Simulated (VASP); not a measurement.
# NbRu3 (Pm-3m) in VASP: notebook

The runs below take NbRu3 through electric field gradients, with LDA.

All numbers are computed with VASP 6.6.1; they aren't measurements. Logs are shortened: lines on timing, memory, paths and dates and some standing lists are left out, and cuts for length are marked.

## (1) The cell of the first run

It takes space group Pm-3m (No. 221, cubic). Conventional cell: a = 3.867 Å, b = 3.867 Å, c = 3.867 Å, α = 90.00°, β = 90.00°, γ = 90.00°. Nb (site symmetry m-3m) has 12 Ru at 2.73 Å within 3.6 Å. Ru (site symmetry 4/mmm) has 4 Nb at 2.73 Å and 8 Ru at 2.73 Å within 3.6 Å.

## (2) Electric field gradients, LDA (14.46 Å³/atom)

Input file INCAR:

```
SYSTEM = NbRu3
PREC = Accurate
ENCUT = 520
EDIFF = 1E-8
ISMEAR = -1
SIGMA = 0.05
LREAL = .FALSE.
LASPH = .TRUE.
NELM = 60
ALGO = Normal
ISIF = 2
LWAVE = .FALSE.
LCHARG = .FALSE.
GGA = CA
LEFG = .TRUE.
NBANDS = 36
```

Input file KPOINTS:

```
regular mesh
0
G
  9 9 9
  0 0 0
```

Input file POSCAR:

```
NbRu3
1.0
    3.8670233144      0.0000000000      0.0000000000
    0.0000000000      3.8670233144      0.0000000000
    0.0000000000      0.0000000000      3.8670233144
Nb Ru
1 3
Direct
    0.0000000000      0.0000000000      0.0000000000
    0.0000000000      0.5000000000      0.5000000000
    0.5000000000      0.0000000000      0.5000000000
    0.5000000000      0.5000000000      0.0000000000
```

Potentials or basis: VASP PAW LDA potentials, release 64 (Nb_sv, Ru_pv).

Command:

```
$ cat potpaw_LDA.64/Nb_sv/POTCAR potpaw_LDA.64/Ru_pv/POTCAR > POTCAR
$ mpirun -np 1 vasp_std > vasp.out
```

OUTCAR:

```text
SYSTEM = NbRu3
   PREC = Accurate
   ENCUT = 520
   EDIFF = 1E-8
   ISMEAR = -1
   LREAL = .FALSE.
   LASPH = .TRUE.
   NELM = 60
   ISIF = 2
   GGA = CA

 ion  position               nearest neighbor table
   1  0.000  0.000  0.000-   2 2.73   3 2.73   4 2.73   2 2.73   3 2.73   2 2.73   4 2.73   2 2.73
                             3 2.73   4 2.73   3 2.73   4 2.73
   2  0.000  0.500  0.500-   1 2.73   3 2.73   4 2.73   1 2.73   4 2.73   1 2.73   3 2.73   1 2.73
                             3 2.73   4 2.73   4 2.73   3 2.73
   3  0.500  0.000  0.500-   1 2.73   2 2.73   4 2.73   1 2.73   4 2.73   2 2.73   4 2.73   4 2.73
                             1 2.73   2 2.73   1 2.73   2 2.73
   4  0.500  0.500  0.000-   1 2.73   2 2.73   3 2.73   2 2.73   3 2.73   1 2.73   3 2.73   3 2.73
                             1 2.73   2 2.73   2 2.73   1 2.73

  LATTYP: Found a simple cubic cell.
 ALAT       =     3.8670233144

  Lattice vectors:

 A1 = (   3.8670233144,   0.0000000000,   0.0000000000)
 A2 = (   0.0000000000,   3.8670233144,   0.0000000000)
 A3 = (   0.0000000000,   0.0000000000,   3.8670233144)

Analysis of symmetry for initial positions (statically):
=====================================================================
 Subroutine PRICEL returns:
 Original cell was already a primitive cell.

 Routine SETGRP: Setting up the symmetry group for a
 simple cubic supercell.

 Subroutine GETGRP returns: Found 48 space group operations
 (whereof 48 operations were pure point group operations)
 out of a pool of 48 trial point group operations.

The static configuration has the point symmetry O_h .

Analysis of symmetry for dynamics (positions and initial velocities):
=====================================================================
 Subroutine PRICEL returns:
 Original cell was already a primitive cell.

 Routine SETGRP: Setting up the symmetry group for a
 simple cubic supercell.

 Subroutine GETGRP returns: Found 48 space group operations
 (whereof 48 operations were pure point group operations)
 out of a pool of 48 trial point group operations.

The dynamic configuration has the point symmetry O_h .

 Subroutine INISYM returns: Found 48 space group operations
 (whereof 48 operations are pure point group operations),
 and found     1 'primitive' translations

----------------------------------------------------------------------------------------

                                     Primitive cell

  volume of cell :      57.8270

  direct lattice vectors                    reciprocal lattice vectors
     3.867023314  0.000000000  0.000000000     0.258596838  0.000000000  0.000000000
     0.000000000  3.867023314  0.000000000     0.000000000  0.258596838  0.000000000
     0.000000000  0.000000000  3.867023314     0.000000000  0.000000000  0.258596838

  length of vectors
     3.867023314  3.867023314  3.867023314     0.258596838  0.258596838  0.258596838

  position of ions in fractional coordinates (direct lattice)
     0.000000000  0.000000000  0.000000000
     0.000000000  0.500000000  0.500000000
     0.500000000  0.000000000  0.500000000
     0.500000000  0.500000000  0.000000000

  ion indices of the primitive-cell ions
   primitive index   ion index
                 1           1
                 2           2
                 3           3
                 4           4

----------------------------------------------------------------------------------------

 KPOINTS: regular mesh

Automatic generation of k-mesh.
 Grid dimensions read from file:
 generate k-points for:    9    9    9

 Generating k-lattice:

  Cartesian coordinates                     Fractional coordinates (reciprocal lattice)
     0.028732982  0.000000000  0.000000000     0.111111111  0.000000000  0.000000000
     0.000000000  0.028732982  0.000000000     0.000000000  0.111111111  0.000000000
     0.000000000  0.000000000  0.028732982     0.000000000  0.000000000  0.111111111

  Length of vectors
     0.028732982  0.028732982  0.028732982

  Shift w.r.t. Gamma in fractional coordinates (k-lattice)
     0.000000000  0.000000000  0.000000000

 Subroutine IBZKPT returns following result:
 ===========================================

 Found     35 irreducible k-points:

 Following reciprocal coordinates:
            Coordinates               Weight
  0.000000  0.000000  0.000000      1.000000
  0.111111  0.000000  0.000000      6.000000
  0.222222  0.000000  0.000000      6.000000
  0.333333  0.000000  0.000000      6.000000
  0.444444  0.000000  0.000000      6.000000
  0.111111  0.111111  0.000000     12.000000
[... 16 lines left out ...]
  0.333333  0.333333  0.111111     24.000000
  0.444444  0.333333  0.111111     48.000000
 [... further k-points ...]
   k-points           NKPTS =     35   k-points in BZ     NKDIM =     35   number of bands    NBANDS=     36
   number of dos      NEDOS =    301   number of ions     NIONS =      4
   total plane-waves  NPLWV =  27000
   dimension x,y,z NGX =    30 NGY =   30 NGZ =   30
   dimension x,y,z NGXF=    60 NGYF=   60 NGZF=   60
   ions per type =               1   3
   NGX,Y,Z   is equivalent  to a cutoff of  12.90, 12.90, 12.90 a.u.
   NGXF,Y,Z  is equivalent  to a cutoff of  25.79, 25.79, 25.79 a.u.
 SYSTEM =  NbRu3
   PREC   = accura    normal or accurate (medium, high low for compatibility)
   ISTART =      0    job   : 0-new  1-cont  2-samecut
   ICHARG =      2    charge: 1-file 2-atom 10-const
   ISPIN  =      1    spin polarized calculation?
   LNONCOLLINEAR =      F non collinear calculations
   LSORBIT =      F    spin-orbit coupling
   LASPH  =      T    aspherical Exc in radial PAW
   ENCUT  =  520.0 eV  38.22 Ry    6.18 a.u.   7.19  7.19  7.19*2*pi/ulx,y,z
   NELM   =     60;   NELMIN=  2; NELMDL= -5     # of ELM steps
   EDIFF  = 0.1E-07   stopping-criterion for ELM
   LREAL  =      F    real-space projection
   EDIFFG = 0.1E-06   stopping-criterion for IOM
   NSW    =      0    number of steps for IOM
   IBRION =     -1    ionic relax: 0-MD 1-quasi-New 2-CG
   NFREE  =      0    steps in history (QN), initial steepest desc. (CG)
   ISIF   =      2    stress and relaxation
   ISYM   =      2    0-nonsym 1-usesym 2-fastsym
   POTIM  = 0.5000    time-step for ionic-motion
   TEBEG  =    0.0;   TEEND  =   0.0 temperature during run
   PSTRESS=    0.0 pullay stress
   NELECT =      55.0000    total number of electrons
   NUPDOWN=      -1.0000    fix difference up-down
   EMIN   =  10.00;   EMAX   =-10.00  energy-range for DOS
   EFERMI =   0.00;   METHOD = LEGACY
   ISMEAR =    -1;   SIGMA  =   0.05  broadening in eV -4-tet -1-fermi 0-gaus
   EFERMI_NEDOS =   21; number of points for ismear=-14 and -15
   IALGO  =     38    algorithm
   IMIX   =      4    mixing-type and parameters
     AMIX     =   0.40;   BMIX     =  1.00
     AMIX_MAG =   1.60;   BMIX_MAG =  1.00
  volume/ion in A,a.u.               =      14.46        97.56
  Fermi-wavevector in a.u.,A,eV,Ry     =   1.609974  3.042410 35.266535  2.592017
  Thomas-Fermi vector in A             =   2.705599
   LORBIT       =      0    0 simple, 1 ext, 2 COOP (PROOUT), +10 PAW based schemes
   GGA     = CA    functional components
   LHFCALC =     F    Hartree Fock is set to
   AEXX    =    0.0000 exact exchange contribution
   IVDW    =     0    specifies the selected vdW correction
   LEPSILON=     F    determine dielectric tensor
   LRPA    =     F    only Hartree local field effects (RPA)
 non-spin polarized calculation
  energy-cutoff  :      520.00
  volume of cell :       57.83
 maximum number of plane-waves:      1572
 NGX is ok and might be reduce to    30
   NGX = 15   NGY = 15   NGZ = 15

 number of electron      55.0000020 magnetization

 Free energy of the ion-electron system (eV)
  ---------------------------------------------------
  ext. energy  EPLUGINS =         0.00000000
  ---------------------------------------------------
  free energy    TOTEN  =       -43.80060620 eV

  energy without entropy =      -43.75644448  energy(sigma->0) =      -43.77852534

 E-fermi :  12.1952     XC(G=0): -13.9697

 val. band max:       12.1751857851   @ k =   0.3333   0.2222   0.1111
 cond. band min:      12.1973510028   @ k =   0.4444   0.4444   0.3333
 fundamental gap:      0.0221652176
 Fermi energy:        12.1951824359

 k-point     1 :       0.0000    0.0000    0.0000
  band No.  band energies     occupation
      1     -42.2166      2.00000
      2     -30.3457      2.00000
      3     -30.3457      2.00000
      4     -30.3457      2.00000
      5     -29.9443      2.00000
      6     -29.9443      2.00000
[... 28 lines left out ...]
     35      16.9979      0.00000
     36      16.9979      0.00000

 k-point     2 :       0.1111    0.0000    0.0000
  band No.  band energies     occupation
      1     -42.2169      2.00000
      2     -30.3350      2.00000
      3     -30.3350      2.00000
      4     -30.3279      2.00000
      5     -29.9477      2.00000
      6     -29.9477      2.00000
[... 28 lines left out ...]
     35      16.9860      0.00000
     36      17.9237      0.00000

 k-point     3 :       0.2222    0.0000    0.0000
  band No.  band energies     occupation
      1     -42.2174      2.00000
      2     -30.3055      2.00000
      3     -30.3055      2.00000
      4     -30.2766      2.00000
      5     -29.9591      2.00000
      6     -29.9591      2.00000
[... 28 lines left out ...]
     35      16.9590      0.00000
     36      19.4269      0.00000
[... 742 lines left out ...]
 k-point    23 :       0.3333    0.3333    0.1111
  band No.  band energies     occupation
      1     -42.2171      2.00000
      2     -30.3448      2.00000
      3     -30.1935      2.00000
      4     -30.1114      2.00000
      5     -30.1111      2.00000
      6     -30.0089      2.00000
[... 28 lines left out ...]
     35      16.8769      0.00000
     36      18.3877      0.00000

 k-point    24 :       0.4444    0.3333    0.1111
  band No.  band energies     occupation
      1     -42.2168      2.00000
      2     -30.3392      2.00000
      3     -30.2224      2.00000
      4     -30.1026      2.00000
      5     -30.0987      2.00000
      6     -30.0325      2.00000
[... 28 lines left out ...]
     35      16.1651      0.00000
     36      18.8438      0.00000

 [... further k-points ...]

------------------------ aborting loop because EDIFF is reached ----------------------------------------

  FORCE on cell =-STRESS in cart. coord.  units (eV):
  Direction    XX          YY          ZZ          XY          YZ          ZX
  --------------------------------------------------------------------------------------
  -------------------------------------------------------------------------------------
  Total       -2.9946513     -2.9946513     -2.9946513      0.0000000      0.0000000     -0.0000000
  in kB      -82.9710277    -82.9710277    -82.9710277      0.0000000      0.0000000     -0.0000000
  external PRESSURE =     -82.9710277 kB  Pullay stress =       0.0000000 kB

 VOLUME and BASIS-vectors are now :
 -----------------------------------------------------------------------------
  energy-cutoff  :      520.00
  volume of cell :       57.83
      direct lattice vectors                 reciprocal lattice vectors
     3.867023314  0.000000000  0.000000000     0.258596838  0.000000000  0.000000000
     0.000000000  3.867023314  0.000000000     0.000000000  0.258596838  0.000000000
     0.000000000  0.000000000  3.867023314     0.000000000  0.000000000  0.258596838

 POSITION                                       TOTAL-FORCE (eV/Angst)
 -----------------------------------------------------------------------------------
      0.00000      0.00000      0.00000         0.000000      0.000000      0.000000
      0.00000      1.93351      1.93351         0.000000      0.000000      0.000000
      1.93351      0.00000      1.93351         0.000000      0.000000      0.000000
      1.93351      1.93351      0.00000         0.000000      0.000000      0.000000
 -----------------------------------------------------------------------------------
    total drift:                                0.000000      0.000000     -0.000000

  FREE ENERGIE OF THE ION-ELECTRON SYSTEM (eV)
  ---------------------------------------------------
  free  energy   TOTEN  =       -43.8006062003 eV

  energy  without entropy=      -43.7564444840  energy(sigma->0) =      -43.77852534

 Electric field gradients (V/A^2)
---------------------------------------------------------------------
 ion       V_xx      V_yy      V_zz      V_xy      V_xz      V_yz
---------------------------------------------------------------------
   1      -0.000    -0.000     0.000     0.000    -0.000     0.000
   2     -14.521     7.260     7.260    -0.000    -0.000    -0.000
   3       7.260   -14.521     7.260     0.000     0.000     0.000
   4       7.260     7.260   -14.521     0.000     0.000     0.000
---------------------------------------------------------------------

 Electric field gradients after diagonalization (V/A^2)
 (convention: |V_zz| > |V_xx| > |V_yy|)
----------------------------------------------------------------------
 ion       V_xx      V_yy      V_zz     asymmetry (V_yy - V_xx)/ V_zz
----------------------------------------------------------------------
   1      -0.000    -0.000     0.000       0.015
   2       7.260     7.260   -14.521       0.000
   3       7.260     7.260   -14.521       0.000
   4       7.260     7.260   -14.521       0.000
----------------------------------------------------------------------

           NMR quadrupolar parameters

 Cq : quadrupolar parameter    Cq=e*Q*V_zz/h
 eta: asymmetry parameters     (V_yy - V_xx)/ V_zz
 Q  : nuclear electric quadrupole moment in mb (millibarn)
----------------------------------------------------------------------
 ion       Cq(MHz)       eta       Q (mb)
----------------------------------------------------------------------
   1       0.000       0.015       1.000
   2      -0.035       0.000       1.000
   3      -0.035       0.000       1.000
   4      -0.035       0.000       1.000
----------------------------------------------------------------------
```

Wall time 42 s (1 thread of Intel Xeon 6975P-C (Granite Rapids), shared host); peak memory 0.18 GiB.

Results:

| Quantity | Value |
| --- | --- |
| Free energy | -43.8006 eV |
| Pressure | -8.3 GPa |
| Band gap on the k mesh | zero (an odd number of electrons rules out a gap without spin polarisation) |
| Largest electric field gradient by atom | Nb -0.0; Ru -14.5 V/Å² |

Electric field gradients, principal values (V/Å²):
```csv
atom,least,middle,greatest (by size)
1 Nb,0.000,0.000,0.000
2 Ru,7.260,7.260,-14.521
3 Ru,7.260,7.260,-14.521
4 Ru,7.260,7.260,-14.521
```

Caveat: the cell stands under tension; without QUAD_EFG the Cq values of the log hold for a quadrupole moment of 1 mb, not for the nuclei.

(Part 1 of 2 ends here.)
